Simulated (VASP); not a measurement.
# Rb2CdSe2O6 (P1) in VASP: single point with r2SCAN

Aim: the single point of Rb2CdSe2O6 with r2SCAN.

Everything below comes from runs of VASP 6.6.1. Logs are shortened: lines on timing, memory, paths and dates and some standing lists are left out, and cuts for length are marked.

### Step 1. The cell of the first run

The typed cell holds 11 atoms: a = 5.759 Å, b = 5.757 Å, c = 7.368 Å, α = 66.97°, β = 113.05°, γ = 120.01°.

### Step 2. Single point, r2SCAN

File POSCAR:

```
Rb2CdSe2O6
1.0
    5.7586904474      0.0000463872     -0.0024290399
   -2.8792798400      4.9849150389      0.0016598229
   -2.8822512527      1.6623575335      6.5742856069
Cd Rb Se O
1 2 2 6
Direct
    1.0048621563      0.9976312291      0.0025523234
    0.8082038339      0.1943200173      0.4126640704
    0.2017970712      0.8009301584      0.5930045811
    0.6316692758      0.3705906479      0.8832720683
    0.3781785690      0.6243311084      0.1221432835
    0.7495431165      0.2525314294      0.7737809911
    0.7499844653      0.7163727795      0.7740422302
    0.2860368159      0.2527413257      0.7736401675
    0.2599223588      0.7418103189      0.2316079783
    0.7239055384      0.7422402766      0.2317377433
    0.2602537989      0.2782907088      0.2313155630
```

File INCAR.step1:

```
SYSTEM = Rb2CdSe2O6
PREC = Accurate ; ENCUT = 520
ISMEAR = -1 ; SIGMA = 0.1
LREAL = .FALSE. ; LASPH = .TRUE.
NELM = 100 ; NBANDS = 50
GGA = PE ; ALGO = Normal
EDIFF = 1E-4 ; LWAVE = .TRUE.
LCHARG = .FALSE.
```

File INCAR.step2:

```
SYSTEM = Rb2CdSe2O6
PREC = Accurate ; ENCUT = 520
EDIFF = 1E-6 ; ISMEAR = -1
SIGMA = 0.1 ; LREAL = .FALSE.
LASPH = .TRUE. ; NELM = 100
ALGO = Normal ; ISIF = 2
LWAVE = .FALSE. ; LCHARG = .TRUE.
METAGGA = R2SCAN ; LMIXTAU = .TRUE.
LELF = .TRUE. ; LVHAR = .TRUE.
NBANDS = 50 ; ISTART = 1
```

File KPOINTS:

```
Automatic mesh
0
G
  4 4 3
  0 0 0
```

Potentials or basis: VASP PAW PBE potentials, release 64 (Cd, Rb_sv, Se, O).

On the command line:

```
> cat potpaw_PBE.64/Cd/POTCAR potpaw_PBE.64/Rb_sv/POTCAR potpaw_PBE.64/Se/POTCAR potpaw_PBE.64/O/POTCAR > POTCAR
> cp INCAR.step1 INCAR
> mpirun -np 1 vasp_std > vasp.out
> cp INCAR.step2 INCAR
> mpirun -np 1 vasp_std > vasp.out
```

OUTCAR:

```text
SYSTEM = Rb2CdSe2O6
   PREC = Accurate
   ENCUT = 520
   EDIFF = 1E-6
   ISMEAR = -1
   LREAL = .FALSE.
   LASPH = .TRUE.
   NELM = 100
   ISIF = 2
   METAGGA = R2SCAN
   ISTART = 1

 ion  position               nearest neighbor table
   1  0.005  0.998  0.003-  11 2.33   7 2.33   6 2.33   8 2.33  10 2.33   9 2.33   2 3.88   3 3.88
                             3 4.28   3 4.28   2 4.28   2 4.28   3 4.28   2 4.28
   2  0.808  0.194  0.413-   8 2.97   7 2.97   6 2.97  11 3.11  10 3.11   9 3.12   9 3.12  10 3.12
                            11 3.12   4 3.48   3 3.53   3 3.53   3 3.53   5 3.83   5 3.83   5 3.84
   3  0.202  0.801  0.593-  10 2.97  11 2.97   9 2.97   6 3.11   8 3.12   8 3.12   7 3.12   6 3.12
                             7 3.12   5 3.48   2 3.53   2 3.53   2 3.53   4 3.83   4 3.83   4 3.84
   4  0.632  0.371  0.883-   6 1.70   7 1.70   8 1.70   2 3.48   3 3.83   3 3.83   3 3.84
   5  0.378  0.624  0.122-   9 1.70  10 1.70  11 1.70   3 3.48   2 3.83   2 3.83   2 3.84
   6  0.750  0.253  0.774-   4 1.70   1 2.33   2 2.97   3 3.11   3 3.12
   7  0.750  0.716  0.774-   4 1.70   1 2.33   2 2.97   3 3.12   3 3.12
   8  0.286  0.253  0.774-   4 1.70   1 2.33   2 2.97   3 3.12   3 3.12
   9  0.260  0.742  0.232-   5 1.70   1 2.33   3 2.97   2 3.12   2 3.12
  10  0.724  0.742  0.232-   5 1.70   1 2.33   3 2.97   2 3.11   2 3.12
  11  0.260  0.278  0.231-   5 1.70   1 2.33   3 2.97   2 3.11   2 3.12

  LATTYP: Found a triclinic cell.
 ALAT       =     5.7568087043
 B/A-ratio  =     0.9999816937
 C/A-ratio  =     1.2791608000
 COS(alpha) =     0.0003721729
 COS(beta)  =     0.3907395137
 COS(gamma) =     0.4996638258

  Lattice vectors:

 A1 = (   2.8794106074,   4.9849614261,  -0.0007692170)
 A2 = (  -2.8792798400,   4.9849150389,   0.0016598229)
 A3 = (   2.8764391947,   1.6624039207,   6.5718565670)

Analysis of symmetry for initial positions (statically):
=====================================================================
 Subroutine PRICEL returns:
 Original cell was already a primitive cell.

 Routine SETGRP: Setting up the symmetry group for a
 triclinic supercell.

 Subroutine GETGRP returns: Found  1 space group operations
 (whereof  1 operations were pure point group operations)
 out of a pool of  2 trial point group operations.

The static configuration has the point symmetry C_1 .

Analysis of symmetry for dynamics (positions and initial velocities):
=====================================================================
 Subroutine PRICEL returns:
 Original cell was already a primitive cell.

 Routine SETGRP: Setting up the symmetry group for a
 triclinic supercell.

 Subroutine GETGRP returns: Found  1 space group operations
 (whereof  1 operations were pure point group operations)
 out of a pool of  2 trial point group operations.

The dynamic configuration has the point symmetry C_1 .

 Subroutine INISYM returns: Found  1 space group operations
 (whereof  1 operations are pure point group operations),
 and found     1 'primitive' translations

----------------------------------------------------------------------------------------

                                     Primitive cell

  volume of cell :     188.6870

  direct lattice vectors                    reciprocal lattice vectors
     5.758690447  0.000046387 -0.002429040     0.173671202  0.100295332  0.050779257
    -2.879279840  4.984915039  0.001659823    -0.000023016  0.200608824 -0.050735540
    -2.882251253  1.662357534  6.574285607     0.000064173 -0.000013591  0.152139353

  length of vectors
     5.758690960  5.756703318  7.368312975     0.206880093  0.206925097  0.152139367

  position of ions in fractional coordinates (direct lattice)
     0.004862156  0.997631229  0.002552323
     0.808203834  0.194320017  0.412664070
     0.201797071  0.800930158  0.593004581
     0.631669276  0.370590648  0.883272068
     0.378178569  0.624331108  0.122143284
     0.749543116  0.252531429  0.773780991
     0.749984465  0.716372779  0.774042230
     0.286036816  0.252741326  0.773640167
     0.259922359  0.741810319  0.231607978
     0.723905538  0.742240277  0.231737743
     0.260253799  0.278290709  0.231315563

  ion indices of the primitive-cell ions
   primitive index   ion index
                 1           1
                 2           2
                 3           3
                 4           4
                 5           5
                 6           6
                 7           7
                 8           8
                 9           9
                10          10
                11          11

----------------------------------------------------------------------------------------

 KPOINTS: Automatic mesh

Automatic generation of k-mesh.
 Grid dimensions read from file:
 generate k-points for:    4    4    3

 Generating k-lattice:

  Cartesian coordinates                     Fractional coordinates (reciprocal lattice)
     0.043417801  0.025073833  0.012694814     0.250000000 -0.000000000  0.000000000
    -0.000005754  0.050152206 -0.012683885    -0.000000000  0.250000000 -0.000000000
     0.000021391 -0.000004530  0.050713118     0.000000000  0.000000000  0.333333333

  Length of vectors
     0.051720023  0.051731274  0.050713122

  Shift w.r.t. Gamma in fractional coordinates (k-lattice)
     0.000000000  0.000000000  0.000000000

 Subroutine IBZKPT returns following result:
 ===========================================

 Found     26 irreducible k-points:

 Following reciprocal coordinates:
            Coordinates               Weight
  0.000000  0.000000  0.000000      1.000000
  0.250000  0.000000  0.000000      2.000000
  0.500000  0.000000  0.000000      1.000000
 -0.000000  0.250000  0.000000      2.000000
  0.250000  0.250000  0.000000      2.000000
  0.500000  0.250000  0.000000      2.000000
[... 16 lines left out ...]
  0.000000 -0.250000  0.333333      2.000000
  0.250000 -0.250000  0.333333      2.000000
 [... further k-points ...]
   k-points           NKPTS =     26   k-points in BZ     NKDIM =     26   number of bands    NBANDS=     50
   number of dos      NEDOS =    301   number of ions     NIONS =     11
   total plane-waves  NPLWV = 129024
   dimension x,y,z NGX =    48 NGY =   48 NGZ =   56
   dimension x,y,z NGXF=    96 NGYF=   96 NGZF=  112
   ions per type =               1   2   2   6
   NGX,Y,Z   is equivalent  to a cutoff of  13.86, 13.86, 12.63 a.u.
   NGXF,Y,Z  is equivalent  to a cutoff of  27.71, 27.72, 25.27 a.u.
 SYSTEM =  Rb2CdSe2O6
   PREC   = accura    normal or accurate (medium, high low for compatibility)
   ISTART =      1    job   : 0-new  1-cont  2-samecut
   ICHARG =      0    charge: 1-file 2-atom 10-const
   ISPIN  =      1    spin polarized calculation?
   LNONCOLLINEAR =      F non collinear calculations
   LSORBIT =      F    spin-orbit coupling
   LASPH  =      T    aspherical Exc in radial PAW
   ENCUT  =  520.0 eV  38.22 Ry    6.18 a.u.  10.71 10.70 13.70*2*pi/ulx,y,z
   NELM   =    100;   NELMIN=  2; NELMDL=  0     # of ELM steps
   EDIFF  = 0.1E-05   stopping-criterion for ELM
   LREAL  =      F    real-space projection
   EDIFFG = 0.1E-04   stopping-criterion for IOM
   NSW    =      0    number of steps for IOM
   IBRION =     -1    ionic relax: 0-MD 1-quasi-New 2-CG
   NFREE  =      0    steps in history (QN), initial steepest desc. (CG)
   ISIF   =      2    stress and relaxation
   ISYM   =      2    0-nonsym 1-usesym 2-fastsym
   POTIM  = 0.5000    time-step for ionic-motion
   TEBEG  =    0.0;   TEEND  =   0.0 temperature during run
   PSTRESS=    0.0 pullay stress
   NELECT =      78.0000    total number of electrons
   NUPDOWN=      -1.0000    fix difference up-down
   EMIN   =  10.00;   EMAX   =-10.00  energy-range for DOS
   EFERMI =   0.00;   METHOD = LEGACY
   ISMEAR =    -1;   SIGMA  =   0.10  broadening in eV -4-tet -1-fermi 0-gaus
   EFERMI_NEDOS =   21; number of points for ismear=-14 and -15
   IALGO  =     38    algorithm
   IMIX   =      4    mixing-type and parameters
     AMIX     =   0.40;   BMIX     =  1.00
     AMIX_MAG =   1.60;   BMIX_MAG =  1.00
  volume/ion in A,a.u.               =      17.15       115.76
  Fermi-wavevector in a.u.,A,eV,Ry     =   1.219530  2.304577 20.235301  1.487253
  Thomas-Fermi vector in A             =   2.354779
   LORBIT       =      0    0 simple, 1 ext, 2 COOP (PROOUT), +10 PAW based schemes
   METAGGA = R2SCAN    functional components
   LHFCALC =     F    Hartree Fock is set to
   AEXX    =    0.0000 exact exchange contribution
   IVDW    =     0    specifies the selected vdW correction
   LEPSILON=     F    determine dielectric tensor
   LRPA    =     F    only Hartree local field effects (RPA)
 non-spin polarized calculation
  energy-cutoff  :      520.00
  volume of cell :      188.69
 maximum number of plane-waves:      5137
 NGX is ok and might be reduce to    48
   NGX = 21   NGY = 21   NGZ = 27

 number of electron      78.0000005 magnetization

 Free energy of the ion-electron system (eV)
  ---------------------------------------------------
  ext. energy  EPLUGINS =         0.00000000
  ---------------------------------------------------
  free energy    TOTEN  =      -127.95457346 eV

  energy without entropy =     -127.95457346  energy(sigma->0) =     -127.95457346

 E-fermi :   2.5250     XC(G=0):  -9.8808

 val. band max:        0.1941884896   @ k =   0.5000  -0.2500   0.3333
 cond. band min:       4.6522157988   @ k =   0.0000   0.0000   0.0000
 fundamental gap:      4.4580273092
 Fermi energy:         2.5250136005

 k-point     1 :       0.0000    0.0000    0.0000
  band No.  band energies     occupation
      1     -25.1675      2.00000
      2     -24.9982      2.00000
      3     -20.7335      2.00000
      4     -20.5751      2.00000
      5     -18.0121      2.00000
      6     -18.0116      2.00000
[... 42 lines left out ...]
     49      10.0155      0.00000
     50      10.0647      0.00000
[... 1217 lines left out ...]
     49       9.4912      0.00000
     50       9.5440      0.00000

 [... further k-points ...]
[... 5 lines left out ...]
  --------------------------------------------------------------------------------------
  -------------------------------------------------------------------------------------
  Total        1.0878292      1.0810827      0.6160631     -0.0242913      0.0300974     -0.0091039
  in kB        9.2369657      9.1796800      5.2311098     -0.2062621      0.2555628     -0.0773030
  external PRESSURE =       7.8825852 kB  Pullay stress =       0.0000000 kB

 VOLUME and BASIS-vectors are now :
 -----------------------------------------------------------------------------
  energy-cutoff  :      520.00
  volume of cell :      188.69
      direct lattice vectors                 reciprocal lattice vectors
     5.758690447  0.000046387 -0.002429040     0.173671202  0.100295332  0.050779257
    -2.879279840  4.984915039  0.001659823    -0.000023016  0.200608824 -0.050735540
    -2.882251253  1.662357534  6.574285607     0.000064173 -0.000013591  0.152139353

 POSITION                                       TOTAL-FORCE (eV/Angst)
 -----------------------------------------------------------------------------------
     -2.85182      4.97735      0.01842         0.002795     -0.003896      0.008360
      2.90529      1.65470      2.71133         0.001512     -0.001874     -0.000249
     -2.85320      4.97836      3.89942        -0.000340     -0.001035     -0.007589
      0.02474      3.31571      5.80596        -0.002823     -0.001971      0.295809
      0.02814      3.31530      0.80312         0.031078     -0.029380     -0.289541
      1.35905      2.54518      5.08566         0.142080     -0.079878     -0.128019
      0.02531      4.85783      5.08814        -0.000361      0.159023     -0.129722
     -1.31034      2.54597      5.08586        -0.138975     -0.079063     -0.122320
     -1.30662      4.08289      1.52326        -0.159812      0.094059      0.136415
      1.36370      4.08527      1.52298         0.129056      0.079024      0.117490
      0.03073      1.77180      1.52056        -0.004210     -0.135010      0.119365
 -----------------------------------------------------------------------------------
    total drift:                                0.000171     -0.000234     -0.000612

  FREE ENERGIE OF THE ION-ELECTRON SYSTEM (eV)
  ---------------------------------------------------
  free  energy   TOTEN  =      -127.9545734631 eV

  energy  without entropy=     -127.9545734627  energy(sigma->0) =     -127.95457346
```

Run time: 8.6 min. Hardware: 1 thread of Intel Xeon 6975P-C (Granite Rapids), shared host; peak memory 0.5 GiB.

What came out:

| Property | Result |
| --- | --- |
| Free energy | -127.9546 eV |
| Pressure | 0.8 GPa |
| Largest force | 0.296 eV/Å |
| Band gap on the k mesh | 4.46 eV (least direct gap 4.74 eV) |

Forces in eV/Å, atoms in the order of the input:
```
Cd   0.003 -0.004  0.008
Rb   0.002 -0.002  0.000
Rb   0.000 -0.001 -0.008
Se  -0.003 -0.002  0.296
Se   0.031 -0.029 -0.290
O    0.142 -0.080 -0.128
O    0.000  0.159 -0.130
O   -0.139 -0.079 -0.122
O   -0.160  0.094  0.136
O    0.129  0.079  0.117
O   -0.004 -0.135  0.119
```

Stress tensor (GPa, compression positive):
```
 0.92 -0.02 -0.01
-0.02  0.92  0.03
-0.01  0.03  0.52
```

Levels at points of the mesh, in eV from the valence-band top:
| k point | band 35 | band 36 | band 37 | band 38 | band 39 | band 40 | band 41 | band 42 | band 43 | band 44 |
| --- | --- | --- | --- | --- | --- | --- | --- | --- | --- | --- |
| (0.00, 0.00, 0.00) | -0.44 | -0.34 | -0.32 | -0.32 | -0.28 | 4.46 | 5.22 | 5.23 | 6.06 | 6.36 |
| (0.50, 0.00, 0.00) | -0.69 | -0.62 | -0.30 | -0.28 | -0.02 | 5.07 | 5.23 | 6.07 | 6.98 | 7.43 |
| (0.00, 0.50, 0.00) | -0.70 | -0.62 | -0.30 | -0.29 | -0.02 | 5.07 | 5.23 | 6.07 | 6.99 | 7.43 |
| (0.50, 0.50, 0.00) | -0.64 | -0.62 | -0.24 | -0.17 | -0.04 | 5.01 | 5.38 | 6.11 | 6.92 | 7.39 |

Caveat: the PAW data sets were made with another functional, which shifts forces and pressure a little; an odd mesh through Γ misses points on the zone boundary, where band edges can lie.
